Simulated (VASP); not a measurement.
# NiGe3 (Pm-3m) in VASP: further runs

Runs on NiGe3. Level: PBE. Tasks: single point, relaxation of cell and atoms.

All numbers are computed with VASP 6.6.1; they aren't measurements. Logs are shortened: lines on timing, memory, paths and dates and some standing lists are left out, and cuts for length are marked.

### Step 1. The cell of the first run

It takes space group Pm-3m (No. 221, cubic). Conventional cell: a = 3.882 Å, b = 3.882 Å, c = 3.882 Å, α = 90.00°, β = 90.00°, γ = 90.00°. Within 3.6 Å of Ni (site symmetry m-3m) lie 12 Ge at 2.74 Å. Within 3.6 Å of Ge (site symmetry 4/mmm) lie 4 Ni at 2.74 Å and 8 Ge at 2.74 Å.

The cell was generated, and may not be a known phase.

### Step 2. Single point, PBE, collinear spin, ferromagnetic start

File INCAR:

```
  PREC = Accurate
  ENCUT = 520
  EDIFF = 1E-6
  ISMEAR = 0
  SIGMA = 0.1
  LREAL = False
  LASPH = True
  NELM = 150
  ALGO = Normal
  ISIF = 2
  LWAVE = False
  LCHARG = False
  ISPIN = 2
  MAGMOM = 2 0 0 0
  LORBIT = 11
  LMAXMIX = 4
  GGA = PE
  NBANDS = 38
```

File KPOINTS:

```
Automatic mesh
0
Gamma
  4 4 4
```

File POSCAR:

```
NiGe3
1.0
    3.8817329200      0.0000000000      0.0000000000
    0.0000000000      3.8817329200      0.0000000000
    0.0000000000      0.0000000000      3.8817329200
Ni Ge
1 3
Direct
    0.0000000000      0.0000000000      0.0000000000
    0.0000000000      0.5000000000      0.5000000000
    0.5000000000      0.0000000000      0.5000000000
    0.5000000000      0.5000000000      0.0000000000
```

Potentials or basis: VASP PAW PBE potentials, release 64 (Ni, Ge_d).

Command:

```console
$ cat potpaw_PBE.64/Ni/POTCAR potpaw_PBE.64/Ge_d/POTCAR > POTCAR
$ mpirun -np 1 vasp_std > vasp.out
```

OUTCAR:

```text
PREC = Accurate
   ENCUT = 520
   EDIFF = 1E-6
   ISMEAR = 0
   LREAL = False
   LASPH = True
   NELM = 150
   ISIF = 2
   ISPIN = 2
   LORBIT = 11
   GGA = PE

 ion  position               nearest neighbor table
   1  0.000  0.000  0.000-   2 2.74   3 2.74   4 2.74   2 2.74   3 2.74   2 2.74   4 2.74   2 2.74
                             3 2.74   4 2.74   3 2.74   4 2.74
   2  0.000  0.500  0.500-   1 2.74   3 2.74   4 2.74   1 2.74   4 2.74   1 2.74   3 2.74   1 2.74
                             3 2.74   4 2.74   4 2.74   3 2.74
   3  0.500  0.000  0.500-   1 2.74   2 2.74   4 2.74   1 2.74   4 2.74   2 2.74   4 2.74   4 2.74
                             1 2.74   2 2.74   1 2.74   2 2.74
   4  0.500  0.500  0.000-   1 2.74   2 2.74   3 2.74   2 2.74   3 2.74   1 2.74   3 2.74   3 2.74
                             1 2.74   2 2.74   2 2.74   1 2.74

  LATTYP: Found a simple cubic cell.
 ALAT       =     3.8817329200

  Lattice vectors:

 A1 = (   3.8817329200,   0.0000000000,   0.0000000000)
 A2 = (   0.0000000000,   3.8817329200,   0.0000000000)
 A3 = (   0.0000000000,   0.0000000000,   3.8817329200)

Analysis of symmetry for initial positions (statically):
=====================================================================
 Subroutine PRICEL returns:
 Original cell was already a primitive cell.

 Routine SETGRP: Setting up the symmetry group for a
 simple cubic supercell.

 Subroutine GETGRP returns: Found 48 space group operations
 (whereof 48 operations were pure point group operations)
 out of a pool of 48 trial point group operations.

The static configuration has the point symmetry O_h .

Analysis of symmetry for dynamics (positions and initial velocities):
=====================================================================
 Subroutine PRICEL returns:
 Original cell was already a primitive cell.

 Routine SETGRP: Setting up the symmetry group for a
 simple cubic supercell.

 Subroutine GETGRP returns: Found 48 space group operations
 (whereof 48 operations were pure point group operations)
 out of a pool of 48 trial point group operations.

The dynamic configuration has the point symmetry O_h .

Analysis of structural, dynamic, and magnetic symmetry:
=====================================================================
 Subroutine PRICEL returns:
 Original cell was already a primitive cell.

 Routine SETGRP: Setting up the symmetry group for a
 simple cubic supercell.

 Subroutine GETGRP returns: Found 48 space group operations
 (whereof 48 operations were pure point group operations)
 out of a pool of 48 trial point group operations.

The overall configuration has the point symmetry O_h .

 Subroutine INISYM returns: Found 48 space group operations
 (whereof 48 operations are pure point group operations),
 and found     1 'primitive' translations

----------------------------------------------------------------------------------------

                                     Primitive cell

  volume of cell :      58.4894

  direct lattice vectors                    reciprocal lattice vectors
     3.881732920  0.000000000  0.000000000     0.257616900  0.000000000  0.000000000
     0.000000000  3.881732920  0.000000000     0.000000000  0.257616900  0.000000000
     0.000000000  0.000000000  3.881732920     0.000000000  0.000000000  0.257616900

  length of vectors
     3.881732920  3.881732920  3.881732920     0.257616900  0.257616900  0.257616900

  position of ions in fractional coordinates (direct lattice)
     0.000000000  0.000000000  0.000000000
     0.000000000  0.500000000  0.500000000
     0.500000000  0.000000000  0.500000000
     0.500000000  0.500000000  0.000000000

  ion indices of the primitive-cell ions
   primitive index   ion index
                 1           1
                 2           2
                 3           3
                 4           4
[... 20 lines left out ...]
     0.000000000  0.000000000  0.000000000

 Subroutine IBZKPT returns following result:
 ===========================================

 Found     10 irreducible k-points:

 Following reciprocal coordinates:
            Coordinates               Weight
  0.000000  0.000000  0.000000      1.000000
  0.250000  0.000000  0.000000      6.000000
  0.500000  0.000000  0.000000      3.000000
  0.250000  0.250000  0.000000     12.000000
  0.500000  0.250000  0.000000     12.000000
  0.500000  0.500000  0.000000      3.000000
  0.250000  0.250000  0.250000      8.000000
  0.500000  0.250000  0.250000     12.000000
  0.500000  0.500000  0.250000      6.000000
  0.500000  0.500000  0.500000      1.000000
   k-points           NKPTS =     10   k-points in BZ     NKDIM =     10   number of bands    NBANDS=     38
   number of dos      NEDOS =    301   number of ions     NIONS =      4
   total plane-waves  NPLWV =  27000
   dimension x,y,z NGX =    30 NGY =   30 NGZ =   30
   dimension x,y,z NGXF=    60 NGYF=   60 NGZF=   60
   ions per type =               1   3
   NGX,Y,Z   is equivalent  to a cutoff of  12.85, 12.85, 12.85 a.u.
   NGXF,Y,Z  is equivalent  to a cutoff of  25.70, 25.70, 25.70 a.u.
 SYSTEM =  unknown system
   PREC   = accura    normal or accurate (medium, high low for compatibility)
   ISTART =      0    job   : 0-new  1-cont  2-samecut
   ICHARG =      2    charge: 1-file 2-atom 10-const
   ISPIN  =      2    spin polarized calculation?
   LNONCOLLINEAR =      F non collinear calculations
   LSORBIT =      F    spin-orbit coupling
   LASPH  =      T    aspherical Exc in radial PAW
   ENCUT  =  520.0 eV  38.22 Ry    6.18 a.u.   7.22  7.22  7.22*2*pi/ulx,y,z
   NELM   =    150;   NELMIN=  2; NELMDL= -5     # of ELM steps
   EDIFF  = 0.1E-05   stopping-criterion for ELM
   LREAL  =      F    real-space projection
   EDIFFG = 0.1E-04   stopping-criterion for IOM
   NSW    =      0    number of steps for IOM
   IBRION =     -1    ionic relax: 0-MD 1-quasi-New 2-CG
   NFREE  =      0    steps in history (QN), initial steepest desc. (CG)
   ISIF   =      2    stress and relaxation
   ISYM   =      2    0-nonsym 1-usesym 2-fastsym
   POTIM  = 0.5000    time-step for ionic-motion
   TEBEG  =    0.0;   TEEND  =   0.0 temperature during run
   PSTRESS=    0.0 pullay stress
   NELECT =      52.0000    total number of electrons
   NUPDOWN=      -1.0000    fix difference up-down
   EMIN   =  10.00;   EMAX   =-10.00  energy-range for DOS
   EFERMI =   0.00;   METHOD = LEGACY
   ISMEAR =     0;   SIGMA  =   0.10  broadening in eV -4-tet -1-fermi 0-gaus
   EFERMI_NEDOS =   21; number of points for ismear=-14 and -15
   IALGO  =     38    algorithm
   IMIX   =      4    mixing-type and parameters
     AMIX     =   0.40;   BMIX     =  1.00
     AMIX_MAG =   1.60;   BMIX_MAG =  1.00
  volume/ion in A,a.u.               =      14.62        98.68
  Fermi-wavevector in a.u.,A,eV,Ry     =   1.574165  2.974741 33.715182  2.477996
  Thomas-Fermi vector in A             =   2.675340
   LORBIT       =     11    0 simple, 1 ext, 2 COOP (PROOUT), +10 PAW based schemes
   GGA     = PE    functional components
   LHFCALC =     F    Hartree Fock is set to
   AEXX    =    0.0000 exact exchange contribution
   IVDW    =     0    specifies the selected vdW correction
   LEPSILON=     F    determine dielectric tensor
   LRPA    =     F    only Hartree local field effects (RPA)
 spin polarized calculation
 Gauss-broadening in eV      SIGMA  =   0.10
  energy-cutoff  :      520.00
  volume of cell :       58.49
 maximum number of plane-waves:      1596
 NGX is ok and might be reduce to    30
   NGX = 15   NGY = 15   NGZ = 15

 number of electron      52.0000068 magnetization      -0.0828317

 number of electron      52.0000067 magnetization       0.2407675

 Free energy of the ion-electron system (eV)
  ---------------------------------------------------
  ext. energy  EPLUGINS =         0.00000000
  ---------------------------------------------------
  free energy    TOTEN  =       -17.64244196 eV

  energy without entropy =      -17.62169488  energy(sigma->0) =      -17.63206842

 E-fermi :   8.9450     XC(G=0): -12.3825

 val. band max:        8.9390201857   @ k =   0.2500   0.2500   0.0000
 cond. band min:       8.9519967706   @ k =   0.5000   0.0000   0.0000
 fundamental gap:      0.0129765849
 Fermi energy:         8.9449653136

 spin component 1

 k-point     1 :       0.0000    0.0000    0.0000
  band No.  band energies     occupation
      1     -15.9546      1.00000
      2     -15.9546      1.00000
      3     -15.9546      1.00000
      4     -15.9467      1.00000
      5     -15.8436      1.00000
      6     -15.8436      1.00000
[... 399 lines left out ...]
     37      23.7744      0.00000
     38      23.7744      0.00000
 Fermi energy:         8.9449653136

 spin component 2

 k-point     1 :       0.0000    0.0000    0.0000
  band No.  band energies     occupation
      1     -15.9478      1.00000
      2     -15.9478      1.00000
      3     -15.9478      1.00000
      4     -15.9383      1.00000
      5     -15.8422      1.00000
      6     -15.8422      1.00000
[... 399 lines left out ...]
     37      23.8037      0.00000
     38      23.8037      0.00000

------------------------ aborting loop because EDIFF is reached ----------------------------------------

  FORCE on cell =-STRESS in cart. coord.  units (eV):
  Direction    XX          YY          ZZ          XY          YZ          ZX
  --------------------------------------------------------------------------------------
  -------------------------------------------------------------------------------------
  Total        4.7679440      4.7679440      4.7679440      0.0000000     -0.0000000     -0.0000000
  in kB      130.6064965    130.6064965    130.6064965      0.0000000     -0.0000000     -0.0000000
  external PRESSURE =     130.6064965 kB  Pullay stress =       0.0000000 kB

 VOLUME and BASIS-vectors are now :
 -----------------------------------------------------------------------------
  energy-cutoff  :      520.00
  volume of cell :       58.49
      direct lattice vectors                 reciprocal lattice vectors
     3.881732920  0.000000000  0.000000000     0.257616900  0.000000000  0.000000000
     0.000000000  3.881732920  0.000000000     0.000000000  0.257616900  0.000000000
     0.000000000  0.000000000  3.881732920     0.000000000  0.000000000  0.257616900

 POSITION                                       TOTAL-FORCE (eV/Angst)
 -----------------------------------------------------------------------------------
      0.00000      0.00000      0.00000         0.000000      0.000000      0.000000
      0.00000      1.94087      1.94087         0.000000      0.000000      0.000000
      1.94087      0.00000      1.94087         0.000000      0.000000      0.000000
      1.94087      1.94087      0.00000         0.000000      0.000000      0.000000
 -----------------------------------------------------------------------------------
    total drift:                                0.000000      0.000000     -0.000000

  FREE ENERGIE OF THE ION-ELECTRON SYSTEM (eV)
  ---------------------------------------------------
  free  energy   TOTEN  =       -17.6424419593 eV

  energy  without entropy=      -17.6216948793  energy(sigma->0) =      -17.63206842

 total charge

# of ion       s       p       d       tot
------------------------------------------
    1        0.399   0.321   8.478   9.198
    2        1.234   1.040  10.076  12.351
    3        1.234   1.040  10.076  12.351
    4        1.234   1.040  10.076  12.351
--------------------------------------------------
tot          4.103   3.440  38.707  46.250

 magnetization (x)

# of ion       s       p       d       tot
------------------------------------------
    1       -0.001   0.001   0.130   0.131
    2        0.000   0.019   0.003   0.022
    3        0.000   0.019   0.003   0.022
    4        0.000   0.019   0.003   0.022
--------------------------------------------------
tot         -0.000   0.058   0.140   0.198
```

Run time: 2.7 min. Hardware: 1 thread of Intel Xeon 8259CL, shared host; peak memory 0.2 GiB.

Results:

```
Free energy                                           : -17.6424 eV
Pressure                                              : 13.1 GPa
Net moment                                            : 0.24 μB per cell
Site moments                                          : Ni +0.13; Ge +0.02 μB
Valence electrons inside the program's atomic spheres : Ni 9.20; Ge 12.35
```

Levels at points of the mesh, in eV from the Fermi level:
Spin up:
| k point | band 22 | band 23 | band 24 | band 25 | band 26 | band 27 | band 28 | band 29 | band 30 | band 31 |
| --- | --- | --- | --- | --- | --- | --- | --- | --- | --- | --- |
| (0.00, 0.00, 0.00) | -1.71 | -1.71 | -1.71 | -0.73 | -0.73 | 0.22 | 3.78 | 3.78 | 3.78 | 6.15 |
| (0.50, 0.00, 0.00) | -1.67 | -1.57 | -0.63 | -0.63 | -0.12 | -0.12 | 0.60 | 0.85 | 2.26 | 6.78 |
| (0.50, 0.50, 0.00) | -1.53 | -1.48 | -1.46 | -0.02 | 0.48 | 1.45 | 1.45 | 2.19 | 2.19 | 4.57 |
| (0.50, 0.50, 0.50) | -5.41 | -1.41 | -1.41 | -1.19 | -0.92 | -0.92 | -0.92 | 9.15 | 9.15 | 9.57 |
Spin down:
```tsv
k point	band 24	band 25	band 26	band 27	band 28	band 29
(0.00, 0.00, 0.00)	-1.57	-0.63	-0.63	0.28	3.79	3.79
(0.50, 0.00, 0.00)	-0.61	-0.61	0.01	0.01	0.66	0.88
(0.50, 0.50, 0.00)	-1.36	0.07	0.56	1.47	1.47	2.27
(0.50, 0.50, 0.50)	-1.30	-1.18	-0.78	-0.78	-0.78	9.21
```

Caveat: the k points lie up to 0.40 Å⁻¹ apart.

### Step 3. Single point, PBE, collinear spin, ferromagnetic start

This run uses another cell than the first one, of 16.32 Å³/atom.

File INCAR:

```
  PREC = Accurate
  ENCUT = 520
  EDIFF = 1E-6
  ISMEAR = 0
  SIGMA = 0.1
  LREAL = F
  LASPH = T
  NELM = 150
  ALGO = Normal
  ISIF = 2
  LWAVE = F
  LCHARG = F
  ISPIN = 2
  MAGMOM = 2 0 0 0
  LORBIT = 11
  LMAXMIX = 4
  GGA = PE
  NBANDS = 38
```

KPOINTS is that of step 2.

File POSCAR:

```
NiGe3
1.0
    4.0263173307      0.0000000000      0.0000000000
    0.0000000000      4.0263173307      0.0000000000
    0.0000000000      0.0000000000      4.0263173307
Ni Ge
1 3
Direct
    0.0000000000      0.0000000000      0.0000000000
    0.0000000000      0.5000000000      0.5000000000
    0.5000000000      0.0000000000      0.5000000000
    0.5000000000      0.5000000000      0.0000000000
```

Potentials or basis: VASP PAW PBE potentials, release 64 (Ni, Ge_d).

Command:

```console
$ cat potpaw_PBE.64/Ni/POTCAR potpaw_PBE.64/Ge_d/POTCAR > POTCAR
$ mpirun -np 1 vasp_std > vasp.out
```

Wall time 2.3 min (1 thread of Intel Xeon 8259CL, shared host); peak memory 0.2 GiB.

The run converged. Its results:

- Free energy: -17.8909 eV
- Pressure: -0.1 GPa
- Net moment: 0.28 μB per cell
- Site moments: Ni +0.17; Ge +0.02 μB
- Valence electrons inside the program's atomic spheres: Ni 9.07; Ge 12.24

Levels at points of the mesh, in eV from the Fermi level:
Spin up:
| k point | band 22 | band 23 | band 24 | band 25 | band 26 | band 27 | band 28 | band 29 | band 30 | band 31 |
| --- | --- | --- | --- | --- | --- | --- | --- | --- | --- | --- |
| (0.00, 0.00, 0.00) | -1.51 | -1.51 | -1.51 | -0.86 | -0.86 | 0.27 | 3.41 | 3.41 | 3.41 | 5.64 |
| (0.50, 0.00, 0.00) | -1.48 | -1.40 | -0.50 | -0.50 | -0.15 | -0.15 | 0.32 | 0.69 | 2.03 | 6.09 |
| (0.50, 0.50, 0.00) | -1.36 | -1.31 | -1.29 | 0.03 | 0.06 | 1.14 | 1.14 | 1.94 | 1.94 | 4.46 |
| (0.50, 0.50, 0.50) | -4.84 | -1.25 | -1.25 | -1.07 | -0.91 | -0.91 | -0.91 | 8.12 | 8.12 | 8.49 |
Spin down:
| k point | band 22 | band 23 | band 24 | band 25 | band 26 | band 27 | band 28 | band 29 | band 30 | band 31 |
| --- | --- | --- | --- | --- | --- | --- | --- | --- | --- | --- |
| (0.00, 0.00, 0.00) | -1.33 | -1.33 | -1.33 | -0.73 | -0.73 | 0.32 | 3.43 | 3.43 | 3.43 | 5.69 |
| (0.50, 0.00, 0.00) | -1.30 | -1.28 | -0.48 | -0.48 | 0.01 | 0.01 | 0.36 | 0.75 | 2.10 | 6.14 |
| (0.50, 0.50, 0.00) | -1.20 | -1.17 | -1.17 | 0.12 | 0.16 | 1.15 | 1.15 | 2.03 | 2.03 | 4.46 |
| (0.50, 0.50, 0.50) | -4.83 | -1.11 | -1.11 | -1.06 | -0.73 | -0.73 | -0.73 | 8.20 | 8.20 | 8.49 |

Caveat: the k points lie up to 0.39 Å⁻¹ apart.

(Continued in part 2 of 2.)
